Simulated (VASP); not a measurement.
# C in VASP: relaxation of the atoms with PBE+D3(BJ)

Aim: the relaxation of the atoms of C with PBE+D3(BJ).

Everything below comes from runs of VASP 6.6.1. Logs are shortened: lines on timing, memory, paths and dates and some standing lists are left out, and cuts for length are marked.

**1. The cell of the first run**

The cell holds a slab with vacuum, 4 atoms: a = 2.466 Å, b = 2.466 Å, c = 32.600 Å, α = 90.00°, β = 90.00°, γ = 120.00°.

**2. Relaxation of the atoms, PBE+D3(BJ)**

Input file INCAR:

```
SYSTEM = C
ALGO = Normal
DIPOL = 0.5 0.5 0.500
EDIFF = 1E-6
EDIFFG = -0.01
ENCUT = 520
GGA = PE
IBRION = 2
IDIPOL = 3
ISIF = 2
ISMEAR = 0
IVDW = 12
LASPH = .TRUE.
LCHARG = .FALSE.
LDIPOL = .TRUE.
LREAL = .FALSE.
LWAVE = .FALSE.
NELM = 100
NSW = 70
PREC = Accurate
SIGMA = 0.1
```

Input file KPOINTS:

```
k-points
0
G
  18 18 1
  0 0 0
```

Input file POSCAR:

```
C
1.0
    2.4657190382      0.0000000000      0.0000000000
   -1.2328595191      2.1353753257      0.0000000000
    0.0000000000      0.0000000000     32.6000015684
C
4
Selective dynamics
Direct
    0.6666666667      0.3333333333      0.4493864935  F F T
    0.3333333333      0.6666666667      0.4493865055  T T T
    0.0000000000      0.0000000000      0.5506134945  F F T
    0.6666666667      0.3333333333      0.5506135065  T T T
```

Potentials or basis: VASP PAW PBE potentials, release 64 (C).

The run is started by

```bash
cat potpaw_PBE.64/C/POTCAR > POTCAR
mpirun -np 1 vasp_std > vasp.out
```

OUTCAR:

```text
SYSTEM = C
   EDIFF = 1E-6
   EDIFFG = -0.01
   ENCUT = 520
   GGA = PE
   IBRION = 2
   ISIF = 2
   ISMEAR = 0
   IVDW = 12
   LASPH = .TRUE.
   LREAL = .FALSE.
   NELM = 100
   NSW = 70
   PREC = Accurate
 IVDW          = 12

 ion  position               nearest neighbor table
   1  0.667  0.333  0.449-   2 1.42   2 1.42   2 1.42
   2  0.333  0.667  0.449-   1 1.42   1 1.42   1 1.42
   3  0.000  0.000  0.551-   4 1.42   4 1.42   4 1.42
   4  0.667  0.333  0.551-   3 1.42   3 1.42   3 1.42

  LATTYP: Found a hexagonal cell.
 ALAT       =     2.4657190382
 C/A-ratio  =    13.2212961263

  Lattice vectors:

 A1 = (   2.4657190382,   0.0000000000,   0.0000000000)
 A2 = (  -1.2328595191,   2.1353753257,   0.0000000000)
 A3 = (   0.0000000000,   0.0000000000,  32.6000015684)

Analysis of symmetry for initial positions (statically):
=====================================================================
 Subroutine PRICEL returns:
 Original cell was already a primitive cell.

 Routine SETGRP: Setting up the symmetry group for a
 hexagonal supercell.

 Subroutine GETGRP returns: Found 12 space group operations
 (whereof  6 operations were pure point group operations)
 out of a pool of 24 trial point group operations.

The static configuration has the point symmetry C_3v.
 The point group associated with its full space group is D_3d.

Analysis of symmetry for dynamics (positions and initial velocities):
=====================================================================
 Subroutine PRICEL returns:
 Original cell was already a primitive cell.

 Routine SETGRP: Setting up the symmetry group for a
 hexagonal supercell.

 Subroutine GETGRP returns: Found 12 space group operations
 (whereof  6 operations were pure point group operations)
 out of a pool of 24 trial point group operations.

The dynamic configuration has the point symmetry C_3v.
 The point group associated with its full space group is D_3d.

Analysis of constrained symmetry for selective dynamics:
=====================================================================
 Subroutine PRICEL returns:
 Original cell was already a primitive cell.

 Routine SETGRP: Setting up the symmetry group for a
 hexagonal supercell.

 Subroutine GETGRP returns: Found 12 space group operations
 (whereof  6 operations were pure point group operations)
 out of a pool of 24 trial point group operations.

The constrained configuration has the point symmetry C_3v.
 The point group associated with its full space group is D_3d.

 Subroutine INISYM returns: Found 12 space group operations
 (whereof  6 operations are pure point group operations),
 and found     1 'primitive' translations

----------------------------------------------------------------------------------------

                                     Primitive cell

  volume of cell :     171.6467

  direct lattice vectors                    reciprocal lattice vectors
     2.465719038  0.000000000  0.000000000     0.405561211  0.234150875  0.000000000
    -1.232859519  2.135375326  0.000000000     0.000000000  0.468301749  0.000000000
     0.000000000  0.000000000 32.600001568     0.000000000  0.000000000  0.030674845

  length of vectors
     2.465719038  2.465719038 32.600001568     0.468301749  0.468301749  0.030674845

  position of ions in fractional coordinates (direct lattice)
     0.666666667  0.333333333  0.449386494
     0.333333333  0.666666667  0.449386506
     0.000000000  0.000000000  0.550613494
     0.666666667  0.333333333  0.550613506

  ion indices of the primitive-cell ions
   primitive index   ion index
                 1           1
                 2           2
                 3           3
                 4           4

----------------------------------------------------------------------------------------

 KPOINTS: k-points

Automatic generation of k-mesh.
 Grid dimensions read from file:
 generate k-points for:   18   18    1

 Generating k-lattice:

  Cartesian coordinates                     Fractional coordinates (reciprocal lattice)
     0.022531178  0.013008382  0.000000000     0.055555556  0.000000000  0.000000000
     0.000000000  0.026016764  0.000000000     0.000000000  0.055555556  0.000000000
     0.000000000  0.000000000  0.030674845     0.000000000  0.000000000  1.000000000

  Length of vectors
     0.026016764  0.026016764  0.030674845

  Shift w.r.t. Gamma in fractional coordinates (k-lattice)
     0.000000000  0.000000000  0.000000000

 Subroutine IBZKPT returns following result:
 ===========================================

 Found     37 irreducible k-points:

 Following reciprocal coordinates:
            Coordinates               Weight
  0.000000  0.000000  0.000000      1.000000
  0.055556 -0.000000  0.000000      6.000000
  0.111111 -0.000000  0.000000      6.000000
  0.166667 -0.000000  0.000000      6.000000
  0.222222  0.000000  0.000000      6.000000
  0.277778 -0.000000  0.000000      6.000000
[... 16 lines left out ...]
  0.333333  0.111111  0.000000     12.000000
  0.388889  0.111111  0.000000     12.000000
 [... further k-points ...]
   k-points           NKPTS =     37   k-points in BZ     NKDIM =     37   number of bands    NBANDS=     12
   number of dos      NEDOS =    301   number of ions     NIONS =      4
   total plane-waves  NPLWV =  81000
   dimension x,y,z NGX =    18 NGY =   18 NGZ =  250
   dimension x,y,z NGXF=    36 NGYF=   36 NGZF=  500
   ions per type =               4
   NGX,Y,Z   is equivalent  to a cutoff of  12.14, 12.14, 12.75 a.u.
   NGXF,Y,Z  is equivalent  to a cutoff of  24.27, 24.27, 25.50 a.u.
 SYSTEM =  C
   PREC   = accura    normal or accurate (medium, high low for compatibility)
   ISTART =      0    job   : 0-new  1-cont  2-samecut
   ICHARG =      2    charge: 1-file 2-atom 10-const
   ISPIN  =      1    spin polarized calculation?
   LNONCOLLINEAR =      F non collinear calculations
   LSORBIT =      F    spin-orbit coupling
   LASPH  =      T    aspherical Exc in radial PAW
   ENCUT  =  520.0 eV  38.22 Ry    6.18 a.u.   4.58  4.58 60.61*2*pi/ulx,y,z
   NELM   =    100;   NELMIN=  2; NELMDL= -5     # of ELM steps
   EDIFF  = 0.1E-05   stopping-criterion for ELM
   LREAL  =      F    real-space projection
   EDIFFG = -.1E-01   stopping-criterion for IOM
   NSW    =     70    number of steps for IOM
   IBRION =      2    ionic relax: 0-MD 1-quasi-New 2-CG
   NFREE  =      1    steps in history (QN), initial steepest desc. (CG)
   ISIF   =      2    stress and relaxation
   ISYM   =      2    0-nonsym 1-usesym 2-fastsym
   POTIM  = 0.5000    time-step for ionic-motion
   TEBEG  =    0.0;   TEEND  =   0.0 temperature during run
   PSTRESS=    0.0 pullay stress
   NELECT =      16.0000    total number of electrons
   NUPDOWN=      -1.0000    fix difference up-down
   EMIN   =  10.00;   EMAX   =-10.00  energy-range for DOS
   EFERMI =   0.00;   METHOD = LEGACY
   ISMEAR =     0;   SIGMA  =   0.10  broadening in eV -4-tet -1-fermi 0-gaus
   EFERMI_NEDOS =   21; number of points for ismear=-14 and -15
   IALGO  =     38    algorithm
   IMIX   =      4    mixing-type and parameters
     AMIX     =   0.40;   BMIX     =  1.00
     AMIX_MAG =   1.60;   BMIX_MAG =  1.00
  volume/ion in A,a.u.               =      42.91       289.58
  Fermi-wavevector in a.u.,A,eV,Ry     =   0.742283  1.402712  7.496599  0.550984
  Thomas-Fermi vector in A             =   1.837125
   LORBIT       =      0    0 simple, 1 ext, 2 COOP (PROOUT), +10 PAW based schemes
   GGA     = PE    functional components
   LHFCALC =     F    Hartree Fock is set to
   AEXX    =    0.0000 exact exchange contribution
   IVDW    =    12    specifies the selected vdW correction
   LEPSILON=     F    determine dielectric tensor
   LRPA    =     F    only Hartree local field effects (RPA)
 conjugate gradient relaxation of ions
 non-spin polarized calculation
 Gauss-broadening in eV      SIGMA  =   0.10
  energy-cutoff  :      520.00
  volume of cell :      171.65
 maximum number of plane-waves:      4686
   NGX =  9   NGY =  9   NGZ =121

--------------------------------------- Ionic step        1  -------------------------------------------

 number of electron      15.9999996 magnetization

 Free energy of the ion-electron system (eV)
  ---------------------------------------------------
  ext. energy  EPLUGINS =         0.00000000
  ---------------------------------------------------
  free energy    TOTEN  =       -36.86789870 eV

  energy without entropy =      -36.86720217  energy(sigma->0) =      -36.86755044

------------------------ aborting loop because EDIFF is reached ----------------------------------------

 Edisp (eV)   -0.48423

 E8    (eV) :    -0.1453

  FORCE on cell =-STRESS in cart. coord.  units (eV):
  Direction    XX          YY          ZZ          XY          YZ          ZX
  --------------------------------------------------------------------------------------
  -------------------------------------------------------------------------------------
  Total       0.09799     0.09799     0.10172     0.00000     0.00000     0.00000
  in kB       0.91463     0.91463     0.94950     0.00000     0.00000     0.00000
  external pressure =        0.93 kB  Pullay stress =        0.00 kB
[... 103 lines left out ...]
  FREE ENERGIE OF THE ION-ELECTRON SYSTEM (eV)
  ---------------------------------------------------
  free  energy   TOTEN  =       -37.3522395670 eV

  energy  without entropy=      -37.3515430356  energy(sigma->0) =      -37.35189130

[... ionic steps 4 to 12 ...]

--------------------------------------- Ionic step       13  -------------------------------------------

 number of electron      15.9999993 magnetization

------------------------ aborting loop because EDIFF is reached ----------------------------------------

 Edisp (eV)   -0.47570

 E8    (eV) :    -0.1423
[... 31 lines left out ...]
  energy  without entropy=      -37.3531295410  energy(sigma->0) =      -37.35347782

--------------------------------------- Ionic step       14  -------------------------------------------

 number of electron      15.9999994 magnetization

 dipolmoment           0.000000      0.000000      0.000000 electrons x Angstroem

------------------------ aborting loop because EDIFF is reached ----------------------------------------

 Edisp (eV)   -0.47321

 E8    (eV) :    -0.1415

  FORCE on cell =-STRESS in cart. coord.  units (eV):
  Direction    XX          YY          ZZ          XY          YZ          ZX
  --------------------------------------------------------------------------------------
  -------------------------------------------------------------------------------------
  Total       0.11021     0.11021    -0.02839     0.00000     0.00000     0.00000
  in kB       1.02869     1.02869    -0.26496     0.00000     0.00000     0.00000
  external pressure =        0.60 kB  Pullay stress =        0.00 kB
[... 23 lines left out ...]
  energy  without entropy=      -37.3531607657  energy(sigma->0) =      -37.35350906

--------------------------------------- Ionic step       15  -------------------------------------------

 number of electron      15.9999994 magnetization

 dipolmoment           0.000000      0.000000     -0.000000 electrons x Angstroem

 Free energy of the ion-electron system (eV)
  ---------------------------------------------------
  ext. energy  EPLUGINS =         0.00000000
  ---------------------------------------------------
  free energy    TOTEN  =       -36.87958227 eV

  energy without entropy =      -36.87888569  energy(sigma->0) =      -36.87923398

 E-fermi :  -2.4298     XC(G=0):  -2.4166

 val. band max:       -2.4297886969   @ k =   0.3333   0.3333   0.0000
 cond. band min:      -2.1096579318   @ k =   0.3333   0.3333   0.0000
 fundamental gap:      0.3201307651
 Fermi energy:        -2.4297881673

 k-point     1 :       0.0000    0.0000    0.0000
  band No.  band energies     occupation
      1     -22.0083      2.00000
      2     -21.8728      2.00000
      3     -10.4821      2.00000
      4      -9.5723      2.00000
      5      -5.4615      2.00000
      6      -5.4615      2.00000
      7      -5.4535      2.00000
      8      -5.4535      2.00000
      9       0.9954      0.00000
     10       1.3505      0.00000
     11       1.8682      0.00000
     12       2.1619      0.00000
[... 331 lines left out ...]
 k-point    24 :       0.3889    0.1111    0.0000
  band No.  band energies     occupation
      1     -17.3014      2.00000
      2     -17.2085      2.00000
      3     -14.6611      2.00000
      4     -14.5891      2.00000
      5      -9.6746      2.00000
      6      -9.6407      2.00000
      7      -5.2279      2.00000
      8      -4.6911      2.00000
      9      -0.4682      0.00000
     10      -0.0853      0.00000
     11       6.1239      0.00000
     12       6.3199      0.00000

 [... further k-points ...]

------------------------ aborting loop because EDIFF is reached ----------------------------------------

 vacuum level on the upper side and lower side of the slab       (xc-potential included)        -0.103        -0.103

 Edisp (eV)   -0.47432

 E8    (eV) :    -0.1419

  FORCE on cell =-STRESS in cart. coord.  units (eV):
  Direction    XX          YY          ZZ          XY          YZ          ZX
  --------------------------------------------------------------------------------------
  -------------------------------------------------------------------------------------
  Total       0.10918     0.10918    -0.02180     0.00000     0.00000    -0.00000
  in kB       1.01907     1.01907    -0.20351     0.00000     0.00000    -0.00000
  external pressure =        0.61 kB  Pullay stress =        0.00 kB
[... 19 lines left out ...]
  FREE ENERGIE OF THE ION-ELECTRON SYSTEM (eV)
  ---------------------------------------------------
  free  energy   TOTEN  =       -37.3539023066 eV

  energy  without entropy=      -37.3532057287  energy(sigma->0) =      -37.35355402

 reached required accuracy - stopping structural energy minimisation

 vacuum level on the upper side and lower side of the slab         1.758         1.758
```

Wall time 10 min (1 thread of Intel Xeon Platinum 8259CL at 2.50GHz (Skylake/Cascade Lake), shared host); peak memory 0.31 GiB.

Results:

```
Free energy                : -37.3539 eV
Energy gained by relaxing  : 0.4 meV/atom
Ionic steps                : 15
Band gap on the k mesh     : zero (filled and empty bands touch)
Dispersion energy per atom : -0.119 eV
```

The path:
```csv
step,energy change (eV),largest force on free atoms (eV/Å),pressure (GPa)
1,0.0000,0.0293,0.09
2,-0.0001,0.0233,0.09
3,-0.0001,0.0435,0.09
4,-0.0001,0.0412,0.09
5,-0.0003,0.0368,0.09
6,-0.0005,0.0262,0.09
7,-0.0008,0.0197,0.08
8,-0.0012,0.0503,0.08
9,-0.0010,0.1140,0.06
10,-0.0013,0.0704,0.07
11,-0.0014,0.0660,0.07
12,-0.0015,0.0532,0.07
13,-0.0017,0.0279,0.07
14,-0.0017,0.0226,0.06
15,-0.0018,0.0004,0.06
```

Final structure:
```xyz
4
Lattice="2.4657 0.0000 0.0000 -1.2329 2.1354 0.0000 0.0000 0.0000 32.6000" Properties=species:S:1:pos:R:3 pbc="T T T"
C     1.2329    0.7118   14.5999
C     0.0000    1.4236   14.5995
C     0.0000    0.0000   18.0005
C     1.2329    0.7118   18.0001
```

Levels at points of the mesh, in eV from the Fermi level:
```csv
k point,band 4,band 5,band 6,band 7,band 8,band 9,band 10,band 11,band 12
"(0.00, 0.00, 0.00)",-7.14,-3.03,-3.03,-3.02,-3.02,3.43,3.78,4.30,4.59
"(0.50, 0.00, 0.00)",-13.20,-6.42,-6.39,-2.54,-2.21,1.55,1.88,7.29,7.47
```

The gap in the log of VASP goes by the Fermi energy; the results here count the filled bands.